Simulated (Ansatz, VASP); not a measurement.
# Two plane-wave programs on Ca2B

Contents of INCAR:

```
ALGO     = Normal         # electronic algorithm
EDIFF    = 1E-6           # SCF threshold, eV
ENCUT    = 520            # plane-wave cutoff, eV
GGA      = PE             # functional
ISIF     = 2              # what is computed and relaxed
ISMEAR   = -1             # smearing method
LASPH    = True           # aspherical terms in the spheres
LCHARG   = False          # write CHGCAR
LREAL    = False          # projectors in reciprocal space
LWAVE    = False          # write WAVECAR
NBANDS   = 18             # bands
NELM     = 80             # most SCF steps
PREC     = Accurate       # precision mode
SIGMA    = 0.05           # smearing width, eV
```

KPOINTS

```
k-points
0
Gamma
  11 11 11
```

The input POSCAR:

```
Ca2B
1.0
    1.9684863762     -1.1365061392      6.5739208359
    0.0000000000      2.2730122784      6.5739208359
   -1.9684863762     -1.1365061392      6.5739208359
B Ca
1 2
Direct
    0.0000000000      0.0000000000      0.0000000000
    0.2589534148      0.2589534148      0.2589534148
    0.7410465852      0.7410465852      0.7410465852
```

Input for Ansatz:

```yaml
crystal:
  lattice:
    - [1.9684863762, -1.1365061392, 6.5739208359]
    - [0.0, 2.2730122784, 6.5739208359]
    - [-1.9684863762, -1.1365061392, 6.5739208359]
  atoms:
    - { symbol: B, position: [0.0, 0.0, 0.0] }
    - { symbol: Ca, position: [0.2589534148, 0.2589534148, 0.2589534148] }
    - { symbol: Ca, position: [0.7410465852, 0.7410465852, 0.7410465852] }
kpoints:
  mp_grid: { grid: [11, 11, 11] }
scf:
  occupations: { method: fermi_dirac, width: 0.05 }
hamiltonian:
  xc: pbe
  pseudopotentials: { kind: paw }
output:
  forces: true
  stress: true
  eigenvalues: true
  populations: true
  bader: true
  dos: { projected: true, de: 0.2, e_range: [-14, 8] }
  write_density: true
  write_potential: true
  elf: true
  volumetric_format: npy
```

Alike in both runs: task single point; functional PBE; k mesh 11 × 11 × 11; occupations fermi-dirac, width 0.05 eV; no spin polarisation.

|  | VASP | Ansatz |
| --- | --- | --- |
| version | VASP 6.6.1 | Ansatz 0.2.0 |
| potentials or method | VASP PAW PBE potentials, release 64 (B, Ca_sv) | PAW with Ansatz's default frozen-core files, scalar-relativistic |
| plane-wave cutoff (eV) | 520 | 420 |
| valence electrons in the cell | 23 | 23 |

|  | VASP | Ansatz | Ansatz less VASP |
| --- | --- | --- | --- |
| pressure (GPa) | 0.1 | 0.0 | -0.07 |
| rms of the force components (eV/Å) | 0.007 | 0.000 | -0.0069 |

Atom by atom the forces differ by 0.007 eV/Å (rms over components). The functional is the same, so the differences come from potentials, cutoffs and numerics.
